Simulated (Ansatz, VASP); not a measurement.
## SiC in VASP and in Ansatz

The input POSCAR:

```
SiC
1.0
    3.0760000000      0.0000000000      0.0000000000
   -1.5380000000      2.6638941420      0.0000000000
    0.0000000000      0.0000000000      5.0480000000
Si C
2 2
Direct
    0.6666666667      0.3333333333      0.5000000000
    0.3333333333      0.6666666667      0.0000000000
    0.6666666667      0.3333333333      0.8850000000
    0.3333333333      0.6666666667      0.3850000000
```

The input INCAR.step1:

```
ALGO     = Normal         # electronic algorithm
EDIFF    = 1E-5           # SCF threshold, eV
ENCUT    = 520            # plane-wave cutoff, eV
GGA      = PE             # functional
ISIF     = 2              # what is computed and relaxed
ISMEAR   = -1             # smearing method
LASPH    = T              # aspherical terms in the spheres
LREAL    = F              # projectors in reciprocal space
LWAVE    = T              # write WAVECAR
NBANDS   = 16             # bands
NELM     = 60             # most SCF steps
PREC     = Accurate       # precision mode
SIGMA    = 0.05           # smearing width, eV
```

Contents of INCAR.step2:

```
AEXX     = 0.25           # exact-exchange fraction
ALGO     = Normal         # electronic algorithm
EDIFF    = 1E-6           # SCF threshold, eV
ENCUT    = 520            # plane-wave cutoff, eV
GGA      = PE             # functional
HFSCREEN = 0.3            # screening, 1/A
ISIF     = 2              # what is computed and relaxed
ISMEAR   = -1             # smearing method
ISTART   = 1            
LASPH    = T              # aspherical terms in the spheres
LCHARG   = T              # write CHGCAR
LELF     = T              # ELF
LHFCALC  = T              # exact exchange
LREAL    = F              # projectors in reciprocal space
LVHAR    = T            
LWAVE    = F              # write WAVECAR
NBANDS   = 16             # bands
NELM     = 60             # most SCF steps
PREC     = Accurate       # precision mode
PRECFOCK = Normal       
SIGMA    = 0.05           # smearing width, eV
```

KPOINTS

```
k-points
0
Gamma
  5 5 3
```

File input.yaml:

```yaml
crystal:
  lattice:
    - [3.076, 0.0, 0.0]
    - [-1.538, 2.663894142, 0.0]
    - [0.0, 0.0, 5.048]
  atoms:
    - { symbol: Si, position: [0.6666666667, 0.3333333333, 0.5] }
    - { symbol: Si, position: [0.3333333333, 0.6666666667, 0.0] }
    - { symbol: C, position: [0.6666666667, 0.3333333333, 0.885] }
    - { symbol: C, position: [0.3333333333, 0.6666666667, 0.385] }
hamiltonian:
  xc: { exchange: pbe, correlation: pbe, exx: { coeff: 0.25, omega: 0.3 } }
  pseudopotentials: { kind: paw }
kpoints:
  mp_grid: { grid: [5, 5, 3] }
scf:
  occupations: { method: fermi_dirac, width: 0.05 }
output:
  forces: true
  stress: true
  eigenvalues: true
  write_density: true
  write_potential: true
  elf: true
  volumetric_format: npy
```

Alike in both runs: task single point; functional PBE-based screened hybrid; k mesh 5 × 5 × 3; occupations fermi-dirac, width 0.05 eV; no spin polarisation.

|  | VASP | Ansatz |
| --- | --- | --- |
| version | VASP 6.6.1 | Ansatz 0.2.0 |
| potentials or method | VASP PAW PBE potentials, release 64 (Si, C) | Ansatz PAW |
| plane-wave cutoff (eV) | 520 | 420 |
| valence electrons in the cell | 16 | 16 |

```tsv
	VASP	Ansatz	Ansatz less VASP
gap on the k mesh at the Fermi level (eV)	3.55	3.55	-0.001
least direct gap on the mesh (eV)	5.08	5.08	-0.004
pressure (GPa)	-1.0	-0.7	+0.35
traceless stress, the component that is largest in VASP (GPa)	-3.28	-3.36	-0.081
rms of the force components (eV/Å)	0.438	0.437	-0.0002
```

VASP's potentials were made for PBE, not for PBE-based screened hybrid. Atom by atom the forces differ by 0.000 eV/Å (rms over components).

The k mesh is coarse, so the values compare programs but aren't converged. Noted on Ansatz's run: odd divisions of the mesh miss points on the zone boundary, where band edges often lie, so the gap on the mesh can be too wide.
